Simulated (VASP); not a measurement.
# FeI (Pmma) in VASP: single point with r2SCAN

Aim: the single point of FeI with r2SCAN.

All numbers are computed with VASP 6.6.1; they aren't measurements. Logs are shortened: lines on timing, memory, paths and dates and some standing lists are left out, and cuts for length are marked.

### Step 1. The cell of the first run

It takes space group Pmma (No. 51, orthorhombic). Conventional cell: a = 5.638 Å, b = 3.635 Å, c = 5.945 Å, α = 90.00°, β = 90.00°, γ = 90.00°. I (site symmetry mm2) has 8 Fe at 3.46 to 3.51 Å and 4 I at 3.52 to 3.64 Å within 4.5 Å. Fe (site symmetry mm2) has 8 I at 3.46 to 3.51 Å and 4 Fe at 3.55 to 3.64 Å within 4.5 Å.

### Step 2. Single point, r2SCAN

File POSCAR:

```
FeI
1.0
    5.6382630000      0.0000000000      0.0000000000
    0.0000000000      3.6353400000      0.0000000000
    0.0000000000      0.0000000000      5.9445590000
I Fe
2 2
Direct
    0.2500000000      0.0000000000      0.1770000000
    0.7500000000      0.0000000000      0.8230000000
    0.2500000000      0.5000000000      0.6820000000
    0.7500000000      0.5000000000      0.3180000000
```

File INCAR.step1:

```
PREC = Accurate
ENCUT = 520
ISMEAR = 1
SIGMA = 0.034
LREAL = False
LASPH = True
NELM = 100
NBANDS = 23
GGA = PE
ALGO = Normal
EDIFF = 1E-4
LWAVE = True
LCHARG = False
```

File INCAR.step2:

```
PREC = Accurate
ENCUT = 520
EDIFF = 1E-7
ISMEAR = 1
SIGMA = 0.034
LREAL = False
LASPH = True
NELM = 100
ALGO = Normal
ISIF = 2
LWAVE = False
LCHARG = False
METAGGA = R2SCAN
LMIXTAU = True
NBANDS = 23
ISTART = 1
```

File KPOINTS:

```
Automatic mesh
0
Gamma
  6 9 6
```

Potentials or basis: VASP PAW PBE potentials, release 64 (I, Fe).

On the command line:

```bash
cat potpaw_PBE.64/I/POTCAR potpaw_PBE.64/Fe/POTCAR > POTCAR
cp INCAR.step1 INCAR
mpirun -np 1 vasp_std > vasp.out
cp INCAR.step2 INCAR
mpirun -np 1 vasp_std > vasp.out
```

OUTCAR:

```text
PREC = Accurate
   ENCUT = 520
   EDIFF = 1E-7
   ISMEAR = 1
   LREAL = False
   LASPH = True
   NELM = 100
   ISIF = 2
   METAGGA = R2SCAN
   ISTART = 1

 ion  position               nearest neighbor table
   1  0.250  0.000  0.177-   2 3.52   2 3.52
   2  0.750  0.000  0.823-   1 3.52   1 3.52
   3  0.250  0.500  0.682-
   4  0.750  0.500  0.318-

  LATTYP: Found a simple orthorhombic cell.
 ALAT       =     3.6353400000
 B/A-ratio  =     1.5509589199
 C/A-ratio  =     1.6352140378

  Lattice vectors:

 A1 = (   0.0000000000,  -3.6353400000,   0.0000000000)
 A2 = (   5.6382630000,   0.0000000000,   0.0000000000)
 A3 = (   0.0000000000,   0.0000000000,   5.9445590000)

Analysis of symmetry for initial positions (statically):
=====================================================================
 Subroutine PRICEL returns:
 Original cell was already a primitive cell.

 Routine SETGRP: Setting up the symmetry group for a
 simple orthorhombic supercell.

 Subroutine GETGRP returns: Found  8 space group operations
 (whereof  4 operations were pure point group operations)
 out of a pool of  8 trial point group operations.

The static configuration has the point symmetry C_2h.
 The point group associated with its full space group is D_2h.

Analysis of symmetry for dynamics (positions and initial velocities):
=====================================================================
 Subroutine PRICEL returns:
 Original cell was already a primitive cell.

 Routine SETGRP: Setting up the symmetry group for a
 simple orthorhombic supercell.

 Subroutine GETGRP returns: Found  8 space group operations
 (whereof  4 operations were pure point group operations)
 out of a pool of  8 trial point group operations.

The dynamic configuration has the point symmetry C_2h.
 The point group associated with its full space group is D_2h.

 Subroutine INISYM returns: Found  8 space group operations
 (whereof  4 operations are pure point group operations),
 and found     1 'primitive' translations

----------------------------------------------------------------------------------------

                                     Primitive cell

  volume of cell :     121.8456

  direct lattice vectors                    reciprocal lattice vectors
     5.638263000  0.000000000  0.000000000     0.177359588  0.000000000  0.000000000
     0.000000000  3.635340000  0.000000000     0.000000000  0.275077434  0.000000000
     0.000000000  0.000000000  5.944559000     0.000000000  0.000000000  0.168221057

  length of vectors
     5.638263000  3.635340000  5.944559000     0.177359588  0.275077434  0.168221057

  position of ions in fractional coordinates (direct lattice)
     0.250000000  0.000000000  0.177000000
     0.750000000  0.000000000  0.823000000
     0.250000000  0.500000000  0.682000000
     0.750000000  0.500000000  0.318000000

  ion indices of the primitive-cell ions
   primitive index   ion index
                 1           1
                 2           2
                 3           3
                 4           4

----------------------------------------------------------------------------------------

 KPOINTS: Automatic mesh

Automatic generation of k-mesh.
 Grid dimensions read from file:
 generate k-points for:    6    9    6

 Generating k-lattice:

  Cartesian coordinates                     Fractional coordinates (reciprocal lattice)
     0.029559931  0.000000000  0.000000000     0.166666667  0.000000000  0.000000000
     0.000000000  0.030564159  0.000000000     0.000000000  0.111111111  0.000000000
     0.000000000  0.000000000  0.028036843     0.000000000  0.000000000  0.166666667

  Length of vectors
     0.029559931  0.030564159  0.028036843

  Shift w.r.t. Gamma in fractional coordinates (k-lattice)
     0.000000000  0.000000000  0.000000000

 Subroutine IBZKPT returns following result:
 ===========================================

 Found     80 irreducible k-points:

 Following reciprocal coordinates:
            Coordinates               Weight
  0.000000  0.000000  0.000000      1.000000
  0.166667  0.000000  0.000000      2.000000
  0.333333  0.000000  0.000000      2.000000
  0.500000  0.000000  0.000000      1.000000
  0.000000  0.111111  0.000000      2.000000
  0.166667  0.111111  0.000000      4.000000
[... 16 lines left out ...]
  0.333333  0.000000  0.166667      4.000000
  0.500000  0.000000  0.166667      2.000000
 [... further k-points ...]
   k-points           NKPTS =     80   k-points in BZ     NKDIM =     80   number of bands    NBANDS=     23
   number of dos      NEDOS =    301   number of ions     NIONS =      4
   total plane-waves  NPLWV =  56448
   dimension x,y,z NGX =    42 NGY =   28 NGZ =   48
   dimension x,y,z NGXF=    84 NGYF=   56 NGZF=   96
   ions per type =               2   2
   NGX,Y,Z   is equivalent  to a cutoff of  12.38, 12.80, 13.42 a.u.
   NGXF,Y,Z  is equivalent  to a cutoff of  24.77, 25.61, 26.85 a.u.
 SYSTEM =  unknown system
   PREC   = accura    normal or accurate (medium, high low for compatibility)
   ISTART =      1    job   : 0-new  1-cont  2-samecut
   ICHARG =      0    charge: 1-file 2-atom 10-const
   ISPIN  =      1    spin polarized calculation?
   LNONCOLLINEAR =      F non collinear calculations
   LSORBIT =      F    spin-orbit coupling
   LASPH  =      T    aspherical Exc in radial PAW
   ENCUT  =  520.0 eV  38.22 Ry    6.18 a.u.  10.48  6.76 11.05*2*pi/ulx,y,z
   NELM   =    100;   NELMIN=  2; NELMDL=  0     # of ELM steps
   EDIFF  = 0.1E-06   stopping-criterion for ELM
   LREAL  =      F    real-space projection
   EDIFFG = 0.1E-05   stopping-criterion for IOM
   NSW    =      0    number of steps for IOM
   IBRION =     -1    ionic relax: 0-MD 1-quasi-New 2-CG
   NFREE  =      0    steps in history (QN), initial steepest desc. (CG)
   ISIF   =      2    stress and relaxation
   ISYM   =      2    0-nonsym 1-usesym 2-fastsym
   POTIM  = 0.5000    time-step for ionic-motion
   TEBEG  =    0.0;   TEEND  =   0.0 temperature during run
   PSTRESS=    0.0 pullay stress
   NELECT =      30.0000    total number of electrons
   NUPDOWN=      -1.0000    fix difference up-down
   EMIN   =  10.00;   EMAX   =-10.00  energy-range for DOS
   EFERMI =   0.00;   METHOD = LEGACY
   ISMEAR =     1;   SIGMA  =   0.03  broadening in eV -4-tet -1-fermi 0-gaus
   EFERMI_NEDOS =   21; number of points for ismear=-14 and -15
   IALGO  =     38    algorithm
   IMIX   =      4    mixing-type and parameters
     AMIX     =   0.40;   BMIX     =  1.00
     AMIX_MAG =   1.60;   BMIX_MAG =  1.00
  volume/ion in A,a.u.               =      30.46       205.56
  Fermi-wavevector in a.u.,A,eV,Ry     =   1.026074  1.938998 14.324586  1.052827
  Thomas-Fermi vector in A             =   2.159947
   LORBIT       =      0    0 simple, 1 ext, 2 COOP (PROOUT), +10 PAW based schemes
   METAGGA = R2SCAN    functional components
   LHFCALC =     F    Hartree Fock is set to
   AEXX    =    0.0000 exact exchange contribution
   IVDW    =     0    specifies the selected vdW correction
   LEPSILON=     F    determine dielectric tensor
   LRPA    =     F    only Hartree local field effects (RPA)
 non-spin polarized calculation
 Methfessel and Paxton  Order N= 1 SIGMA  =   0.03
  energy-cutoff  :      520.00
  volume of cell :      121.85
 maximum number of plane-waves:      3314
 NGX is ok and might be reduce to    42
   NGX = 21   NGY = 13   NGZ = 23

 number of electron      29.9999995 magnetization

 Free energy of the ion-electron system (eV)
  ---------------------------------------------------
  ext. energy  EPLUGINS =         0.00000000
  ---------------------------------------------------
  free energy    TOTEN  =       -67.62897167 eV

  energy without entropy =      -67.62712143  energy(sigma->0) =      -67.62835493

 E-fermi :   3.8281     XC(G=0):  -9.3683

 val. band max:        3.8276261486   @ k =   0.1667   0.1111   0.3333
 cond. band min:       3.8285365536   @ k =   0.1667   0.2222   0.0000
 fundamental gap:      0.0009104050
 Fermi energy:         3.8281323066

 k-point     1 :       0.0000    0.0000    0.0000
  band No.  band energies     occupation
      1     -10.5666      2.00000
      2      -9.6126      2.00000
      3      -1.1720      2.00000
      4      -0.8824      2.00000
      5       0.4974      2.00000
      6       1.2969      2.00000
[... 15 lines left out ...]
     22       9.4278      0.00000
     23      10.7133      0.00000

 k-point     2 :       0.1667    0.0000    0.0000
  band No.  band energies     occupation
      1     -10.5072      2.00000
      2      -9.6807      2.00000
      3      -1.2626      2.00000
      4      -0.8224      2.00000
      5       0.6649      2.00000
      6       0.7431      2.00000
[... 15 lines left out ...]
     22       9.5268      0.00000
     23      10.7891      0.00000

 k-point     3 :       0.3333    0.0000    0.0000
  band No.  band energies     occupation
      1     -10.3416      2.00000
      2      -9.8640      2.00000
      3      -1.2930      2.00000
      4      -0.7937      2.00000
      5       0.1831      2.00000
      6       0.6470      2.00000
[... 15 lines left out ...]
     22       9.4267      0.00000
     23      10.1009      0.00000

 k-point     4 :       0.5000    0.0000    0.0000
  band No.  band energies     occupation
      1     -10.1073      2.00000
      2     -10.1073      2.00000
      3      -1.0788      2.00000
      4      -1.0788      2.00000
      5       0.3047      2.00000
      6       0.3047      2.00000
[... 15 lines left out ...]
     22       8.6499      0.00000
     23      10.4331      0.00000

 k-point     5 :       0.0000    0.1111    0.0000
  band No.  band energies     occupation
      1     -10.4959      2.00000
      2      -9.5471      2.00000
      3      -1.0980      2.00000
      4      -0.8073      2.00000
      5       0.5622      2.00000
      6       1.3348      2.00000
[... 15 lines left out ...]
     22       9.6205      0.00000
     23      10.3845      0.00000

 k-point     6 :       0.1667    0.1111    0.0000
  band No.  band energies     occupation
      1     -10.4370      2.00000
      2      -9.6150      2.00000
      3      -1.1804      2.00000
      4      -0.7503      2.00000
      5       0.7172      2.00000
      6       0.7778      2.00000
[... 15 lines left out ...]
     22       9.7351      0.00000
     23      10.4838      0.00000

 k-point     7 :       0.3333    0.1111    0.0000
  band No.  band energies     occupation
      1     -10.2725      2.00000
      2      -9.7978      2.00000
      3      -1.2039      2.00000
      4      -0.7264      2.00000
      5       0.2695      2.00000
      6       0.7070      2.00000
[... 353 lines left out ...]
     22       6.9333      0.00000
     23       7.4601      0.00000

 k-point    21 :       0.0000    0.0000    0.1667
  band No.  band energies     occupation
      1     -10.5443      2.00000
      2      -9.6354      2.00000
      3      -1.1308      2.00000
      4      -0.9445      2.00000
      5       0.2399      2.00000
      6       1.1704      2.00000
[... 15 lines left out ...]
     22       9.1516      0.00000
     23      10.1299      0.00000

 k-point    22 :       0.1667    0.0000    0.1667
  band No.  band energies     occupation
      1     -10.4867      2.00000
      2      -9.6987      2.00000
      3      -1.4306      2.00000
      4      -0.6903      2.00000
      5       0.1426      2.00000
      6       1.0871      2.00000
[... 15 lines left out ...]
     22       9.2525      0.00000
     23      10.2200      0.00000

 k-point    23 :       0.3333    0.0000    0.1667
  band No.  band energies     occupation
      1     -10.3265      2.00000
      2      -9.8706      2.00000
      3      -1.5623      2.00000
      4      -0.9353      2.00000
      5       0.2611      2.00000
      6       1.0239      2.00000
[... 15 lines left out ...]
     22       9.6166      0.00000
     23       9.6423      0.00000

 k-point    24 :       0.5000    0.0000    0.1667
  band No.  band energies     occupation
      1     -10.1016      2.00000
      2     -10.1016      2.00000
      3      -1.3719      2.00000
      4      -1.3719      2.00000
      5       0.6727      2.00000
      6       0.6727      2.00000
[... 15 lines left out ...]
     22       8.4718      0.00000
     23      10.2408      0.00000

 [... further k-points ...]

------------------------ aborting loop because EDIFF is reached ----------------------------------------

  FORCE on cell =-STRESS in cart. coord.  units (eV):
  Direction    XX          YY          ZZ          XY          YZ          ZX
  --------------------------------------------------------------------------------------
  -------------------------------------------------------------------------------------
  Total       -7.1264852     -3.0433634     -6.4194074      0.0000000      0.0000000      0.0000000
  in kB      -93.7078481    -40.0179082    -84.4103137      0.0000000      0.0000000      0.0000000
  external PRESSURE =     -72.7120233 kB  Pullay stress =       0.0000000 kB

 VOLUME and BASIS-vectors are now :
 -----------------------------------------------------------------------------
  energy-cutoff  :      520.00
  volume of cell :      121.85
      direct lattice vectors                 reciprocal lattice vectors
     5.638263000  0.000000000  0.000000000     0.177359588  0.000000000  0.000000000
     0.000000000  3.635340000  0.000000000     0.000000000  0.275077434  0.000000000
     0.000000000  0.000000000  5.944559000     0.000000000  0.000000000  0.168221057

 POSITION                                       TOTAL-FORCE (eV/Angst)
 -----------------------------------------------------------------------------------
      1.40957      0.00000      1.05219         0.000000      0.000000      1.259909
      4.22870      0.00000      4.89237         0.000000      0.000000     -1.259909
      1.40957      1.81767      4.05419        -0.000000     -0.000000      0.167344
      4.22870      1.81767      1.89037         0.000000      0.000000     -0.167344
 -----------------------------------------------------------------------------------
    total drift:                                0.000000      0.000000      0.000000

  FREE ENERGIE OF THE ION-ELECTRON SYSTEM (eV)
  ---------------------------------------------------
  free  energy   TOTEN  =       -67.6289716737 eV

  energy  without entropy=      -67.6271214298  energy(sigma->0) =      -67.62835493
```

Wall time 19 min (1 thread of Intel Xeon 6975P-C (Granite Rapids), shared host); peak memory 0.39 GiB.

Results:

```yaml
Free_energy: -67.6290 eV
Pressure: -7.3 GPa
Largest_force: 1.260 eV/Å
Band_gap_on_the_k_mesh: zero (bands 15 and 16 overlap by 0.41 eV)
```

Forces in eV/Å, atoms in the order of the input:
```
I    0.000  0.000  1.260
I    0.000  0.000 -1.260
Fe   0.000  0.000  0.167
Fe   0.000  0.000 -0.167
```

Levels at points of the mesh, in eV from the Fermi level:
```tsv
k point	band 13	band 14	band 15	band 16	band 17	band 18
(0.00, 0.00, 0.00)	-0.72	-0.56	-0.49	-0.05	-0.01	0.06
(0.50, 0.00, 0.00)	-0.72	-0.72	0.01	0.01	0.33	0.33
(0.00, 0.00, 0.50)	-0.39	-0.26	-0.09	-0.03	0.01	0.14
(0.50, 0.00, 0.50)	-0.41	-0.41	0.25	0.25	0.35	0.35
```

Caveat: the stress differs along the axes, from -9 to -4 GPa; the PAW data sets were made with another functional, which shifts forces and pressure a little; spin-orbit coupling is left out, which moves the levels of the heavy elements; the run has no spin polarisation, though such a crystal can be magnetic; semilocal functionals often make such compounds metallic where correlation or magnetic order opens a gap, which also shifts bond lengths.
